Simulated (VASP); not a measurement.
# C (Im-3m) in VASP: a series of runs

Runs on C. Level: LDA. Tasks: single point.

Program: VASP 6.6.1. These are calculated values, not measurements. Logs are shortened: lines on timing, memory, paths and dates and some standing lists are left out, and cuts for length are marked.

### Step 1. The cell of the first run

It takes space group Im-3m (No. 229, cubic). The conventional cell has a = 2.269 Å, b = 2.269 Å, c = 2.269 Å, α = 90.00°, β = 90.00°, γ = 90.00°. Within 2.6 Å of C (site symmetry m-3m) lie 14 C at 1.97 to 2.27 Å.

### Step 2. Single point, LDA

Contents of INCAR:

```
SYSTEM = C
ALGO     = Normal         ! electronic algorithm
EDIFF    = 1E-6           ! SCF threshold, eV
ENCUT    = 600            ! plane-wave cutoff, eV
GGA      = CA             ! functional
GGA_COMPAT= .False.      
ISIF     = 2              ! what is computed and relaxed
ISMEAR   = 0              ! smearing method
LASPH    = .True.         ! aspherical terms in the spheres
LCHARG   = .False.        ! write CHGCAR
LREAL    = .False.        ! projectors in reciprocal space
LWAVE    = .False.        ! write WAVECAR
NBANDS   = 8              ! bands
NELM     = 120            ! most SCF steps
PREC     = Accurate       ! precision mode
SIGMA    = 0.1            ! smearing width, eV
```

Contents of KPOINTS:

```
k-points
0
Gamma
  25 25 25
  0 0 0
```

Contents of POSCAR:

```
C
1.0
   -1.1345713285      1.1345713285      1.1345713285
    1.1345713285     -1.1345713285      1.1345713285
    1.1345713285      1.1345713285     -1.1345713285
C
1
Direct
    0.0000000000      0.0000000000      0.0000000000
```

Potentials or basis: VASP PAW LDA potentials, release 64 (C).

Command:

```console
> cat potpaw_LDA.64/C/POTCAR > POTCAR
> mpirun -np 1 vasp_std > vasp.out
```

OUTCAR:

```text
SYSTEM = C
   EDIFF = 1E-6
   ENCUT = 600
   GGA = CA
   ISIF = 2
   ISMEAR = 0
   LASPH = .True.
   LREAL = .False.
   NELM = 120
   PREC = Accurate

 ion  position               nearest neighbor table
   1  0.000  0.000  0.000-

  LATTYP: Found a body centered cubic cell.
 ALAT       =     2.2691426570

  Lattice vectors:

 A1 = (  -1.1345713285,   1.1345713285,   1.1345713285)
 A2 = (   1.1345713285,  -1.1345713285,   1.1345713285)
 A3 = (   1.1345713285,   1.1345713285,  -1.1345713285)

Analysis of symmetry for initial positions (statically):
=====================================================================
 Subroutine PRICEL returns:
 Original cell was already a primitive cell.

 Routine SETGRP: Setting up the symmetry group for a
 body centered cubic supercell.

 Subroutine GETGRP returns: Found 48 space group operations
 (whereof 48 operations were pure point group operations)
 out of a pool of 48 trial point group operations.

The static configuration has the point symmetry O_h .

Analysis of symmetry for dynamics (positions and initial velocities):
=====================================================================
 Subroutine PRICEL returns:
 Original cell was already a primitive cell.

 Routine SETGRP: Setting up the symmetry group for a
 body centered cubic supercell.

 Subroutine GETGRP returns: Found 48 space group operations
 (whereof 48 operations were pure point group operations)
 out of a pool of 48 trial point group operations.

The dynamic configuration has the point symmetry O_h .

 Subroutine INISYM returns: Found 48 space group operations
 (whereof 48 operations are pure point group operations),
 and found     1 'primitive' translations

----------------------------------------------------------------------------------------

                                     Primitive cell

  volume of cell :       5.8419

  direct lattice vectors                    reciprocal lattice vectors
    -1.134571329  1.134571329  1.134571329     0.000000000  0.440695078  0.440695078
     1.134571329 -1.134571329  1.134571329     0.440695078  0.000000000  0.440695078
     1.134571329  1.134571329 -1.134571329     0.440695078  0.440695078  0.000000000

  length of vectors
     1.965135186  1.965135186  1.965135186     0.623236956  0.623236956  0.623236956

  position of ions in fractional coordinates (direct lattice)
     0.000000000  0.000000000  0.000000000

  ion indices of the primitive-cell ions
   primitive index   ion index
                 1           1

----------------------------------------------------------------------------------------

 KPOINTS: k-points

Automatic generation of k-mesh.
 Grid dimensions read from file:
 generate k-points for:   25   25   25

 Generating k-lattice:

  Cartesian coordinates                     Fractional coordinates (reciprocal lattice)
     0.000000000  0.017627803  0.017627803     0.040000000  0.000000000  0.000000000
     0.017627803  0.000000000  0.017627803     0.000000000  0.040000000  0.000000000
     0.017627803  0.017627803  0.000000000     0.000000000  0.000000000  0.040000000

  Length of vectors
     0.024929478  0.024929478  0.024929478

  Shift w.r.t. Gamma in fractional coordinates (k-lattice)
     0.000000000  0.000000000  0.000000000

 Subroutine IBZKPT returns following result:
 ===========================================

 Found    455 irreducible k-points:

 Following reciprocal coordinates:
            Coordinates               Weight
  0.000000  0.000000  0.000000      1.000000
  0.040000  0.000000  0.000000     12.000000
  0.080000  0.000000  0.000000     12.000000
  0.120000  0.000000  0.000000     12.000000
  0.160000  0.000000  0.000000     12.000000
  0.200000  0.000000  0.000000     12.000000
[... 16 lines left out ...]
  0.400000  0.040000  0.000000     48.000000
  0.440000  0.040000  0.000000     48.000000
 [... further k-points ...]
   k-points           NKPTS =    455   k-points in BZ     NKDIM =    455   number of bands    NBANDS=      8
   number of dos      NEDOS =    301   number of ions     NIONS =      1
   total plane-waves  NPLWV =   4096
   dimension x,y,z NGX =    16 NGY =   16 NGZ =   16
   dimension x,y,z NGXF=    32 NGYF=   32 NGZF=   32
   ions per type =               1
   NGX,Y,Z   is equivalent  to a cutoff of  13.54, 13.54, 13.54 a.u.
   NGXF,Y,Z  is equivalent  to a cutoff of  27.07, 27.07, 27.07 a.u.
 SYSTEM =  C
   PREC   = accura    normal or accurate (medium, high low for compatibility)
   ISTART =      0    job   : 0-new  1-cont  2-samecut
   ICHARG =      2    charge: 1-file 2-atom 10-const
   ISPIN  =      1    spin polarized calculation?
   LNONCOLLINEAR =      F non collinear calculations
   LSORBIT =      F    spin-orbit coupling
   LASPH  =      T    aspherical Exc in radial PAW
   ENCUT  =  600.0 eV  44.10 Ry    6.64 a.u.   3.92  3.92  3.92*2*pi/ulx,y,z
   NELM   =    120;   NELMIN=  2; NELMDL= -5     # of ELM steps
   EDIFF  = 0.1E-05   stopping-criterion for ELM
   LREAL  =      F    real-space projection
   EDIFFG = 0.1E-04   stopping-criterion for IOM
   NSW    =      0    number of steps for IOM
   IBRION =     -1    ionic relax: 0-MD 1-quasi-New 2-CG
   NFREE  =      0    steps in history (QN), initial steepest desc. (CG)
   ISIF   =      2    stress and relaxation
   ISYM   =      2    0-nonsym 1-usesym 2-fastsym
   POTIM  = 0.5000    time-step for ionic-motion
   TEBEG  =    0.0;   TEEND  =   0.0 temperature during run
   PSTRESS=    0.0 pullay stress
   NELECT =       4.0000    total number of electrons
   NUPDOWN=      -1.0000    fix difference up-down
   EMIN   =  10.00;   EMAX   =-10.00  energy-range for DOS
   EFERMI =   0.00;   METHOD = LEGACY
   ISMEAR =     0;   SIGMA  =   0.10  broadening in eV -4-tet -1-fermi 0-gaus
   EFERMI_NEDOS =   21; number of points for ismear=-14 and -15
   IALGO  =     38    algorithm
   IMIX   =      4    mixing-type and parameters
     AMIX     =   0.40;   BMIX     =  1.00
     AMIX_MAG =   1.60;   BMIX_MAG =  1.00
  volume/ion in A,a.u.               =       5.84        39.42
  Fermi-wavevector in a.u.,A,eV,Ry     =   1.442923  2.726728 28.327677  2.082026
  Thomas-Fermi vector in A             =   2.561388
   LORBIT       =      0    0 simple, 1 ext, 2 COOP (PROOUT), +10 PAW based schemes
   GGA     = CA    functional components
   LHFCALC =     F    Hartree Fock is set to
   AEXX    =    0.0000 exact exchange contribution
   IVDW    =     0    specifies the selected vdW correction
   LEPSILON=     F    determine dielectric tensor
   LRPA    =     F    only Hartree local field effects (RPA)
 non-spin polarized calculation
 Gauss-broadening in eV      SIGMA  =   0.10
  energy-cutoff  :      600.00
  volume of cell :        5.84
 maximum number of plane-waves:       206
   NGX =  7   NGY =  7   NGZ =  7

 number of electron       4.0000000 magnetization

 Free energy of the ion-electron system (eV)
  ---------------------------------------------------
  ext. energy  EPLUGINS =         0.00000000
  ---------------------------------------------------
  free energy    TOTEN  =        -5.75570203 eV

  energy without entropy =       -5.75427395  energy(sigma->0) =       -5.75498799

 E-fermi :  10.5157     XC(G=0): -13.8688

 val. band max:       10.5017770522   @ k =  -0.2800   0.3600   0.0400
 cond. band min:      10.5209905377   @ k =  -0.3600   0.3600   0.3200
 fundamental gap:      0.0192134855
 Fermi energy:        10.5156665621

 k-point     1 :       0.0000    0.0000    0.0000
  band No.  band energies     occupation
      1     -10.8755      2.00000
      2      20.7362      0.00000
      3      20.7362      0.00000
      4      20.7362      0.00000
      5      46.0448      0.00000
      6      46.0448      0.00000
      7      46.0448      0.00000
      8      50.4911      0.00000

 k-point     2 :       0.0400    0.0000    0.0000
  band No.  band energies     occupation
      1     -10.7978      2.00000
      2      20.5466      0.00000
      3      20.6169      0.00000
      4      20.7114      0.00000
      5      45.4029      0.00000
      6      45.4402      0.00000
      7      46.3323      0.00000
      8      49.1232      0.00000

 k-point     3 :       0.0800    0.0000    0.0000
  band No.  band energies     occupation
      1     -10.5646      2.00000
      2      19.9780      0.00000
      3      20.2778      0.00000
      4      20.6379      0.00000
      5      43.5735      0.00000
      6      44.0159      0.00000
      7      47.1753      0.00000
      8      48.6733      0.00000

 k-point     4 :       0.1200    0.0000    0.0000
  band No.  band energies     occupation
      1     -10.1763      2.00000
      2      19.0354      0.00000
      3      19.7674      0.00000
      4      20.5190      0.00000
      5      41.3957      0.00000
      6      42.4615      0.00000
      7      47.9762      0.00000
      8      48.5238      0.00000

 k-point     5 :       0.1600    0.0000    0.0000
  band No.  band energies     occupation
      1      -9.6336      2.00000
      2      17.7393      0.00000
      3      19.1472      0.00000
      4      20.3605      0.00000
      5      39.4699      0.00000
      6      40.9533      0.00000
      7      47.4316      0.00000
      8      49.7955      0.00000
[... 177 lines left out ...]
 k-point    22 :       0.3600    0.0400    0.0000
  band No.  band energies     occupation
      1      -3.8946      2.00000
      2       7.0889      2.00000
      3      15.7891      0.00000
      4      19.0881      0.00000
      5      34.7181      0.00000
      6      35.5380      0.00000
      7      48.4758      0.00000
      8      49.6605      0.00000

 k-point    23 :       0.4000    0.0400    0.0000
  band No.  band energies     occupation
      1      -2.4062      2.00000
      2       5.0506      2.00000
      3      15.4803      0.00000
      4      18.9510      0.00000
      5      34.5001      0.00000
      6      35.1148      0.00000
      7      48.7519      0.00000
      8      49.8920      0.00000

 k-point    24 :       0.4400    0.0400    0.0000
  band No.  band energies     occupation
      1      -0.8301      2.00000
      2       3.1350      2.00000
      3      15.2923      0.00000
      4      18.8651      0.00000
      5      34.3780      0.00000
      6      34.8630      0.00000
      7      48.7879      0.00000
      8      50.2879      0.00000

 [... further k-points ...]

------------------------ aborting loop because EDIFF is reached ----------------------------------------

  FORCE on cell =-STRESS in cart. coord.  units (eV):
  Direction    XX          YY          ZZ          XY          YZ          ZX
  --------------------------------------------------------------------------------------
  -------------------------------------------------------------------------------------
  Total        0.7479339      0.7479339      0.7479339     -0.0000000      0.0000000      0.0000000
  in kB      205.1248934    205.1248934    205.1248934     -0.0000000      0.0000000      0.0000000
  external PRESSURE =     205.1248934 kB  Pullay stress =       0.0000000 kB

 VOLUME and BASIS-vectors are now :
 -----------------------------------------------------------------------------
  energy-cutoff  :      600.00
  volume of cell :        5.84
      direct lattice vectors                 reciprocal lattice vectors
    -1.134571329  1.134571329  1.134571329     0.000000000  0.440695078  0.440695078
     1.134571329 -1.134571329  1.134571329     0.440695078  0.000000000  0.440695078
     1.134571329  1.134571329 -1.134571329     0.440695078  0.440695078  0.000000000

 POSITION                                       TOTAL-FORCE (eV/Angst)
 -----------------------------------------------------------------------------------
      0.00000      0.00000      0.00000        -0.000000      0.000000     -0.000000
 -----------------------------------------------------------------------------------
    total drift:                               -0.000000     -0.000000     -0.000000

  FREE ENERGIE OF THE ION-ELECTRON SYSTEM (eV)
  ---------------------------------------------------
  free  energy   TOTEN  =        -5.7557020311 eV

  energy  without entropy=       -5.7542739536  energy(sigma->0) =       -5.75498799
```

It took 3.9 s on 1 thread of Intel Xeon 6975P-C (Granite Rapids), shared host; peak memory 0.12 GiB.

What came out:

* Free energy: -5.7557 eV
* Pressure: 20.5 GPa
* Band gap on the k mesh: zero (bands 2 and 3 overlap by 15.48 eV)

Levels at points of the mesh, in eV from the Fermi level:
| k point | band 1 | band 2 | band 3 | band 4 | band 5 | band 6 | band 7 |
| --- | --- | --- | --- | --- | --- | --- | --- |
| (0.00, 0.00, 0.00) | -21.39 | 10.22 | 10.22 | 10.22 | 35.53 | 35.53 | 35.53 |

Caveat: the cell stands under pressure.

### Step 3. Single point, LDA

This run uses another cell than the first one, of 6.17 Å³/atom.

Contents of INCAR:

```
PREC = Accurate ; ENCUT = 600
EDIFF = 1E-6 ; ISMEAR = 0
SIGMA = 0.1 ; LREAL = False
LASPH = True ; NELM = 120
ALGO = Normal ; ISIF = 2
LWAVE = False ; LCHARG = False
NBANDS = 8 ; GGA_COMPAT = False
```

Contents of KPOINTS:

```
Automatic mesh
0
Gamma
  25 25 25
```

Contents of POSCAR:

```
C
1.0
   -1.1553628257      1.1553628257      1.1553628257
    1.1553628257     -1.1553628257      1.1553628257
    1.1553628257      1.1553628257     -1.1553628257
C
1
Direct
    0.0000000000      0.0000000000      0.0000000000
```

Potentials or basis: VASP PAW LDA potentials, release 64 (C).

Command:

```console
> cat potpaw_LDA.64/C/POTCAR > POTCAR
> mpirun -np 1 vasp_std > vasp.out
```

Wall time 3.7 s (1 thread of Intel Xeon 6975P-C (Granite Rapids), shared host); peak memory 0.12 GiB.

It converged, with:

```
Free energy            : -5.7823 eV
Pressure               : 5.4 GPa
Band gap on the k mesh : zero (bands 2 and 3 overlap by 15.08 eV)
```

Levels at points of the mesh, in eV from the Fermi level:
```csv
k point,band 1,band 2,band 3,band 4,band 5,band 6,band 7
"(0.00, 0.00, 0.00)",-20.59,9.69,9.69,9.69,34.61,34.61,34.61
```

Caveat: the cell stands under pressure.

### Step 4. Single point, LDA

This run uses another cell than the first one, of 6.05 Å³/atom.

Contents of INCAR:

```
SYSTEM = C
PREC     = Accurate       ! precision mode
ENCUT    = 600            ! plane-wave cutoff, eV
EDIFF    = 1E-6           ! SCF threshold, eV
ISMEAR   = 0              ! smearing method
SIGMA    = 0.1            ! smearing width, eV
LREAL    = .FALSE.        ! projectors in reciprocal space
LASPH    = .TRUE.         ! aspherical terms in the spheres
NELM     = 120            ! most SCF steps
ALGO     = Normal         ! electronic algorithm
ISIF     = 2              ! what is computed and relaxed
LWAVE    = .FALSE.        ! write WAVECAR
LCHARG   = .TRUE.         ! write CHGCAR
GGA      = CA             ! functional
LELF     = .TRUE.         ! ELF
LVHAR    = .TRUE.       
NBANDS   = 8              ! bands
GGA_COMPAT= .FALSE.
```

Contents of KPOINTS:

```
Automatic mesh
0
G
  25 25 25
  0 0 0
```

Contents of POSCAR:

```
C
1.0
   -1.1478308935      1.1478308935      1.1478308935
    1.1478308935     -1.1478308935      1.1478308935
    1.1478308935      1.1478308935     -1.1478308935
C
1
Direct
    0.0000000000      0.0000000000      0.0000000000
```

Command:

```console
> cat potpaw_LDA.64/C/POTCAR > POTCAR
> mpirun -np 1 vasp_std > vasp.out
```

It took 4 s on 1 thread of Intel Xeon 6975P-C (Granite Rapids), shared host; peak memory 0.12 GiB.

The run converged. Its results:

```yaml
Free_energy: -5.7761 eV
Pressure: 10.4 GPa
Band_gap_on_the_k_mesh: zero (bands 2 and 3 overlap by 15.22 eV)
```

Levels at points of the mesh, in eV from the Fermi level:
```csv
k point,band 1,band 2,band 3,band 4,band 5,band 6,band 7
"(0.00, 0.00, 0.00)",-20.87,9.88,9.88,9.88,34.94,34.94,34.94
```

Caveat: the cell stands under pressure.

### Step 5. Summary

```tsv
cell	gap on the mesh (eV)	pressure (GPa)
a = 1.965 Å, angles 109.5°, 1 atom	none	20.5
a = 2.001 Å, angles 109.5°, 1 atom	none	5.4
a = 1.988 Å, angles 109.5°, 1 atom	none	10.4
```

Alike in all rows: task single point; level LDA; potentials or basis VASP PAW LDA potentials, release 64 (C); no spin polarisation; k mesh 25 × 25 × 25; cutoff (eV) 600; smearing gaussian 0.1 eV.

Caveats: the cell stands under pressure.

Total energies depend on the potentials used, so only differences within one code and one set of settings carry meaning.
